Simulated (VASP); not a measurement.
# Al16H in VASP: single point with PBEsol

Aim: the single point of Al16H with PBEsol.

All numbers are computed with VASP 6.6.1; they aren't measurements. Logs are shortened: lines on timing, memory, paths and dates and some standing lists are left out, and cuts for length are marked.

## 1. The cell of the first run

The cell holds a slab with vacuum, 17 atoms: a = 5.728 Å, b = 5.728 Å, c = 18.015 Å, α = 90.00°, β = 90.00°, γ = 60.00°.

## 2. Single point, PBEsol

The input, INCAR:

```
  PREC = Accurate
  ENCUT = 520
  EDIFF = 1E-7
  ISMEAR = -1
  SIGMA = 0.05
  LREAL = Auto
  LASPH = True
  NELM = 100
  ALGO = Normal
  ISIF = 2
  LWAVE = False
  LCHARG = False
  GGA = PS
  NBANDS = 38
```

The input, KPOINTS:

```
regular mesh
0
Gamma
  3 3 1
```

The input, POSCAR:

```
Al16H
1.0
    5.7275650000      0.0000000000      0.0000000000
    2.8637820000      4.9602170000      0.0000000000
    0.0000000000      0.0000000000     18.0148060000
Al H
16 1
Direct
    0.0000000000      0.0000000000      0.0555099000
    0.5000000000      0.0000000000      0.0555099000
    0.0000000000      0.5000000000      0.0555099000
    0.5000000000      0.5000000000      0.0555099000
    0.1638251804      0.1640465299      0.1835243861
    0.6721651495      0.1640588126      0.1835237933
    0.1638822915      0.6722968589      0.1835212583
    0.6666161466      0.6668257171      0.1846093004
   -0.1626294103      0.3253181992      0.3149991728
    0.3332374954      0.3336309327      0.3130654452
   -0.1627522472      0.8374682217      0.3149412015
    0.3252904769      0.8374946969      0.3149533993
    0.0000336265     -0.0001132672      0.4685318438
    0.4986029519      0.0029075061      0.4404167896
    0.0023810380      0.4990780345      0.4404580553
    0.4986682389      0.4990920034      0.4404688427
   -0.0007727486      0.0024139513      0.5587185289
```

Potentials or basis: VASP PAW PBE potentials, release 64 (Al, H).

Launch:

```
$ cat potpaw_PBE.64/Al/POTCAR potpaw_PBE.64/H/POTCAR > POTCAR
$ mpirun -np 1 vasp_std > vasp.out
```

OUTCAR:

```text
PREC = Accurate
   ENCUT = 520
   EDIFF = 1E-7
   ISMEAR = -1
   LREAL = Auto
   LASPH = True
   NELM = 100
   ISIF = 2
   GGA = PS

 ion  position               nearest neighbor table
   1  0.000  0.000  0.056-   7 2.82   6 2.82   5 2.82   3 2.86   3 2.86   2 2.86   2 2.86   4 2.86
                             4 2.86
   2  0.500  0.000  0.056-   5 2.85   6 2.85   8 2.85   4 2.86   4 2.86   1 2.86   1 2.86   3 2.86
                             3 2.86
   3  0.000  0.500  0.056-   5 2.85   7 2.85   8 2.85   1 2.86   1 2.86   4 2.86   4 2.86   2 2.86
                             2 2.86
   4  0.500  0.500  0.056-   6 2.85   7 2.85   8 2.85   2 2.86   2 2.86   3 2.86   3 2.86   1 2.86
                             1 2.86
   5  0.164  0.164  0.184-   6 2.82   7 2.82   1 2.82   3 2.85   2 2.85   8 2.86   8 2.86  12 2.87
                             9 2.87  10 2.88   7 2.91   6 2.91
   6  0.672  0.164  0.184-   5 2.82   7 2.82   1 2.82   4 2.85   2 2.85   8 2.86   8 2.86  11 2.87
                             9 2.87  10 2.88   7 2.91   5 2.91
   7  0.164  0.672  0.184-   5 2.82   6 2.82   1 2.82   4 2.85   3 2.85   8 2.86   8 2.86  11 2.87
                            12 2.87  10 2.88   6 2.91   5 2.91
   8  0.667  0.667  0.185-   2 2.85   3 2.85   4 2.85   6 2.86   5 2.86   7 2.86   7 2.86   5 2.86
                             6 2.86  11 2.89  12 2.89   9 2.90
   9  0.837  0.325  0.315-  12 2.79  11 2.79  16 2.82  15 2.82  10 2.86  10 2.86   5 2.87   6 2.87
                             8 2.90  11 2.93  12 2.93  13 3.20
  10  0.333  0.334  0.313-  14 2.82  15 2.82  16 2.82  12 2.86  11 2.86   9 2.86   9 2.86  11 2.86
                            12 2.86   7 2.88   6 2.88   5 2.88
  11  0.837  0.837  0.315-   9 2.79  12 2.80  15 2.82  14 2.82  10 2.86  10 2.86   6 2.87   7 2.87
                             8 2.89  12 2.93   9 2.93  13 3.20
  12  0.325  0.837  0.315-   9 2.79  11 2.80  16 2.82  14 2.82  10 2.86  10 2.86   5 2.87   7 2.87
                             8 2.89  11 2.93   9 2.93  13 3.20
  13  0.000  1.000  0.469-  17 1.62  15 2.91  16 2.91  14 2.91  14 2.91  16 2.91  15 2.91   9 3.20
                            12 3.20  11 3.20
  14  0.499  0.003  0.440-  11 2.82  12 2.82  10 2.82  15 2.84  16 2.84  16 2.89  15 2.89  13 2.91
                            13 2.91
  15  0.002  0.499  0.440-  11 2.82   9 2.82  10 2.82  14 2.84  16 2.84  16 2.89  14 2.89  13 2.91
                            13 2.91
  16  0.499  0.499  0.440-  12 2.82   9 2.82  10 2.82  14 2.84  15 2.84  15 2.89  14 2.89  13 2.91
                            13 2.91
  17  0.999  0.002  0.559-  13 1.62

  LATTYP: Found a hexagonal cell.
 ALAT       =     5.7275649303
 C/A-ratio  =     3.1452818465

  Lattice vectors:

 A1 = (  -2.8637820000,  -4.9602170000,   0.0000000000)
 A2 = (   5.7275650000,   0.0000000000,   0.0000000000)
 A3 = (   0.0000000000,   0.0000000000,  18.0148060000)

Analysis of symmetry for initial positions (statically):
=====================================================================
 Subroutine PRICEL returns:
 Original cell was already a primitive cell.

 Routine SETGRP: Setting up the symmetry group for a
 hexagonal supercell.

 Subroutine GETGRP returns: Found  1 space group operations
 (whereof  1 operations were pure point group operations)
 out of a pool of 24 trial point group operations.

The static configuration has the point symmetry C_1 .

Analysis of symmetry for dynamics (positions and initial velocities):
=====================================================================
 Subroutine PRICEL returns:
 Original cell was already a primitive cell.

 Routine SETGRP: Setting up the symmetry group for a
 hexagonal supercell.

 Subroutine GETGRP returns: Found  1 space group operations
 (whereof  1 operations were pure point group operations)
 out of a pool of 24 trial point group operations.

The dynamic configuration has the point symmetry C_1 .

 Subroutine INISYM returns: Found  1 space group operations
 (whereof  1 operations are pure point group operations),
 and found     1 'primitive' translations

----------------------------------------------------------------------------------------

                                     Primitive cell

  volume of cell :     511.8000

  direct lattice vectors                    reciprocal lattice vectors
     5.727565000  0.000000000  0.000000000     0.174594265 -0.100802024  0.000000000
     2.863782000  4.960217000  0.000000000     0.000000000  0.201604083  0.000000000
     0.000000000  0.000000000 18.014806000     0.000000000  0.000000000  0.055509896

  length of vectors
     5.727565000  5.727564930 18.014806000     0.201604081  0.201604083  0.055509896

  position of ions in fractional coordinates (direct lattice)
     0.000000000  0.000000000  0.055509900
     0.500000000  0.000000000  0.055509900
     0.000000000  0.500000000  0.055509900
     0.500000000  0.500000000  0.055509900
     0.163825180  0.164046530  0.183524386
     0.672165150  0.164058813  0.183523793
[... 9 lines left out ...]
     0.498668239  0.499092003  0.440468843
     0.999227251  0.002413951  0.558718529

  ion indices of the primitive-cell ions
   primitive index   ion index
                 1           1
                 2           2
                 3           3
                 4           4
                 5           5
                 6           6
[... 9 lines left out ...]
                16          16
                17          17

----------------------------------------------------------------------------------------

 KPOINTS: regular mesh

Automatic generation of k-mesh.
 Grid dimensions read from file:
 generate k-points for:    3    3    1

 Generating k-lattice:

  Cartesian coordinates                     Fractional coordinates (reciprocal lattice)
     0.058198088 -0.033600675  0.000000000     0.333333333  0.000000000  0.000000000
     0.000000000  0.067201361  0.000000000     0.000000000  0.333333333  0.000000000
     0.000000000  0.000000000  0.055509896     0.000000000  0.000000000  1.000000000

  Length of vectors
     0.067201360  0.067201361  0.055509896

  Shift w.r.t. Gamma in fractional coordinates (k-lattice)
     0.000000000  0.000000000  0.000000000

 Subroutine IBZKPT returns following result:
 ===========================================

 Found      5 irreducible k-points:

 Following reciprocal coordinates:
            Coordinates               Weight
  0.000000  0.000000  0.000000      1.000000
  0.333333  0.000000  0.000000      2.000000
  0.333333  0.333333  0.000000      2.000000
  0.000000  0.333333  0.000000      2.000000
 -0.333333  0.333333  0.000000      2.000000
   k-points           NKPTS =      5   k-points in BZ     NKDIM =      5   number of bands    NBANDS=     38
   number of dos      NEDOS =    301   number of ions     NIONS =     17
   total plane-waves  NPLWV = 322560
   dimension x,y,z NGX =    48 NGY =   48 NGZ =  140
   dimension x,y,z NGXF=    96 NGYF=   96 NGZF=  280
   ions per type =              16   1
   NGX,Y,Z   is equivalent  to a cutoff of  13.93, 13.93, 12.92 a.u.
   NGXF,Y,Z  is equivalent  to a cutoff of  27.86, 27.86, 25.84 a.u.
 SYSTEM =  unknown system
   PREC   = accura    normal or accurate (medium, high low for compatibility)
   ISTART =      0    job   : 0-new  1-cont  2-samecut
   ICHARG =      2    charge: 1-file 2-atom 10-const
   ISPIN  =      1    spin polarized calculation?
   LNONCOLLINEAR =      F non collinear calculations
   LSORBIT =      F    spin-orbit coupling
   LASPH  =      T    aspherical Exc in radial PAW
   ENCUT  =  520.0 eV  38.22 Ry    6.18 a.u.  10.65 10.65 33.50*2*pi/ulx,y,z
   NELM   =    100;   NELMIN=  2; NELMDL= -5     # of ELM steps
   EDIFF  = 0.1E-06   stopping-criterion for ELM
   LREAL  =      T    real-space projection
   EDIFFG = 0.1E-05   stopping-criterion for IOM
   NSW    =      0    number of steps for IOM
   IBRION =     -1    ionic relax: 0-MD 1-quasi-New 2-CG
   NFREE  =      0    steps in history (QN), initial steepest desc. (CG)
   ISIF   =      2    stress and relaxation
   ISYM   =      2    0-nonsym 1-usesym 2-fastsym
   POTIM  = 0.5000    time-step for ionic-motion
   TEBEG  =    0.0;   TEEND  =   0.0 temperature during run
   PSTRESS=    0.0 pullay stress
   NELECT =      49.0000    total number of electrons
   NUPDOWN=      -1.0000    fix difference up-down
   EMIN   =  10.00;   EMAX   =-10.00  energy-range for DOS
   EFERMI =   0.00;   METHOD = LEGACY
   ISMEAR =    -1;   SIGMA  =   0.05  broadening in eV -4-tet -1-fermi 0-gaus
   EFERMI_NEDOS =   21; number of points for ismear=-14 and -15
   IALGO  =     38    algorithm
   IMIX   =      4    mixing-type and parameters
     AMIX     =   0.40;   BMIX     =  1.00
     AMIX_MAG =   1.60;   BMIX_MAG =  1.00
  volume/ion in A,a.u.               =      30.11       203.16
  Fermi-wavevector in a.u.,A,eV,Ry     =   0.748928  1.415269  7.631415  0.560893
  Thomas-Fermi vector in A             =   1.845330
   LORBIT       =      0    0 simple, 1 ext, 2 COOP (PROOUT), +10 PAW based schemes
   GGA     = PS    functional components
   LHFCALC =     F    Hartree Fock is set to
   AEXX    =    0.0000 exact exchange contribution
   IVDW    =     0    specifies the selected vdW correction
   LEPSILON=     F    determine dielectric tensor
   LRPA    =     F    only Hartree local field effects (RPA)
 non-spin polarized calculation
  energy-cutoff  :      520.00
  volume of cell :      511.80
 maximum number of plane-waves:     13819
 NGX is ok and might be reduce to    42
   NGX = 21   NGY = 21   NGZ = 67

 number of electron      49.0000000 magnetization

 Free energy of the ion-electron system (eV)
  ---------------------------------------------------
  ext. energy  EPLUGINS =         0.00000000
  ---------------------------------------------------
  free energy    TOTEN  =       -65.44451215 eV

  energy without entropy =      -65.41634620  energy(sigma->0) =      -65.43042918

 E-fermi :   2.1441     XC(G=0):  -6.3743

 val. band max:        2.0895846411   @ k =   0.0000   0.0000   0.0000
 cond. band min:       2.2660517663   @ k =   0.0000   0.0000   0.0000
 fundamental gap:      0.1764671252
 Fermi energy:         2.1441244517

 k-point     1 :       0.0000    0.0000    0.0000
  band No.  band energies     occupation
      1      -8.6680      2.00000
      2      -7.6273      2.00000
      3      -6.0163      2.00000
      4      -3.9323      2.00000
      5      -2.8386      2.00000
      6      -2.8321      2.00000
[... 28 lines left out ...]
     35       4.4054      0.00000
     36       4.4054      0.00000

 k-point     2 :       0.3333    0.0000    0.0000
  band No.  band energies     occupation
      1      -8.0033      2.00000
      2      -6.9692      2.00000
      3      -6.0248      2.00000
      4      -5.3644      2.00000
      5      -5.0078      2.00000
      6      -4.0823      2.00000
[... 28 lines left out ...]
     35       4.3332      0.00000
     36       4.5409      0.00000

 k-point     3 :       0.3333    0.3333    0.0000
  band No.  band energies     occupation
      1      -8.0033      2.00000
      2      -6.9692      2.00000
      3      -6.0248      2.00000
      4      -5.3644      2.00000
      5      -5.0078      2.00000
      6      -4.0823      2.00000
[... 28 lines left out ...]
     35       4.3331      0.00000
     36       4.5408      0.00000

 k-point     4 :       0.0000    0.3333    0.0000
  band No.  band energies     occupation
      1      -8.0033      2.00000
      2      -6.9692      2.00000
      3      -6.0248      2.00000
      4      -5.3644      2.00000
      5      -5.0078      2.00000
      6      -4.0823      2.00000
[... 28 lines left out ...]
     35       4.3333      0.00000
     36       4.5411      0.00000

 k-point     5 :      -0.3333    0.3333    0.0000
  band No.  band energies     occupation
      1      -6.7017      2.00000
      2      -6.6962      2.00000
      3      -6.6580      2.00000
      4      -5.7040      2.00000
      5      -5.6639      2.00000
      6      -5.5818      2.00000
[... 28 lines left out ...]
     35       4.9664      0.00000
     36       5.0691      0.00000
 [bands above 36 left out]

------------------------ aborting loop because EDIFF is reached ----------------------------------------

  FORCE on cell =-STRESS in cart. coord.  units (eV):
  Direction    XX          YY          ZZ          XY          YZ          ZX
  --------------------------------------------------------------------------------------
  -------------------------------------------------------------------------------------
  Total       -8.0143730     -8.0231929     -0.0256981      0.0014143     -0.0128674     -0.0036356
  in kB      -25.0887973    -25.1164075     -0.0804473      0.0044274     -0.0402812     -0.0113811
  external PRESSURE =     -16.7618840 kB  Pullay stress =       0.0000000 kB

 VOLUME and BASIS-vectors are now :
 -----------------------------------------------------------------------------
  energy-cutoff  :      520.00
  volume of cell :      511.80
      direct lattice vectors                 reciprocal lattice vectors
     5.727565000  0.000000000  0.000000000     0.174594265 -0.100802024  0.000000000
     2.863782000  4.960217000  0.000000000     0.000000000  0.201604083  0.000000000
     0.000000000  0.000000000 18.014806000     0.000000000  0.000000000  0.055509896

 POSITION                                       TOTAL-FORCE (eV/Angst)
 -----------------------------------------------------------------------------------
      0.00000      0.00000      1.00000        -0.000158     -0.001016     -0.080767
      2.86378      0.00000      1.00000         0.000225      0.002063      0.020788
      1.43189      2.48011      1.00000         0.002468     -0.000507      0.020253
      4.29567      2.48011      1.00000        -0.002337     -0.000691      0.020105
      1.40811      0.81371      3.30616         0.006538      0.003595      0.013640
      4.31970      0.81377      3.30615        -0.006193      0.003731      0.013612
[... 9 lines left out ...]
      4.28545      2.47560      7.93496         0.002073      0.000585      0.018056
      5.73005      0.01197     10.06521        -0.000850     -0.004317     -0.045890
 -----------------------------------------------------------------------------------
    total drift:                                0.000104      0.005073     -0.005322

  FREE ENERGIE OF THE ION-ELECTRON SYSTEM (eV)
  ---------------------------------------------------
  free  energy   TOTEN  =       -65.4445121528 eV

  energy  without entropy=      -65.4163462006  energy(sigma->0) =      -65.43042918
```

It took 3.9 min on 1 thread of Intel Xeon Platinum 8375C at 2.90GHz (Ice Lake), shared host; peak memory 0.62 GiB.

Results:

* Free energy: -65.4445 eV
* Largest force: 0.081 eV/Å

Forces on the atoms (eV/Å):
```
Al   0.000 -0.001 -0.081
Al   0.000  0.002  0.021
Al   0.002 -0.001  0.020
Al  -0.002 -0.001  0.020
Al   0.007  0.004  0.014
Al  -0.006  0.004  0.014
Al   0.000 -0.006  0.013
Al   0.000 -0.001  0.010
Al   0.000 -0.004 -0.013
Al   0.000 -0.001 -0.021
Al   0.004  0.002 -0.013
Al  -0.003  0.002 -0.013
Al   0.001  0.005  0.019
Al   0.000 -0.002  0.019
Al  -0.003  0.001  0.018
Al   0.002  0.001  0.018
H   -0.001 -0.004 -0.046
```

Caveat: the k points lie up to 0.42 Å⁻¹ apart; the PAW data sets were made with another functional, which shifts forces and pressure a little.
